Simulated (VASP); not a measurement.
Here is a VASP 6.6.1 calculation.

INCAR

```
SYSTEM = TcPt
ALGO = Normal
EDIFF = 1E-6
ENCUT = 520
GGA = PS
ISIF = 2
ISMEAR = -1
LASPH = .TRUE.
LCHARG = .FALSE.
LREAL = .FALSE.
LWAVE = .FALSE.
NBANDS = 18
NELM = 60
PREC = Accurate
SIGMA = 0.05
```

Contents of KPOINTS:

```
k-points
0
G
  9 9 5
  0 0 0
```

POSCAR

```
TcPt
1.0
    2.7827059200      0.0000000000      0.0000000000
   -1.3913529600      2.4098940200      0.0000000000
    0.0000000000      0.0000000000      4.4858650000
Tc Pt
1 1
Direct
    0.6666666667      0.3333333333      0.0000000000
    0.0000000000      0.0000000000      0.5000000000
```

Potentials or basis: VASP PAW PBE potentials, release 64 (Tc_pv, Pt).

Run with:

```console
$ cat potpaw_PBE.64/Tc_pv/POTCAR potpaw_PBE.64/Pt/POTCAR > POTCAR
$ mpirun -np 1 vasp_std > vasp.out
```

(1) Predict the pressure.

Answers

(1) -13.0 GPa.

Caveat: the PAW data sets were made with another functional, which shifts forces and pressure a little.
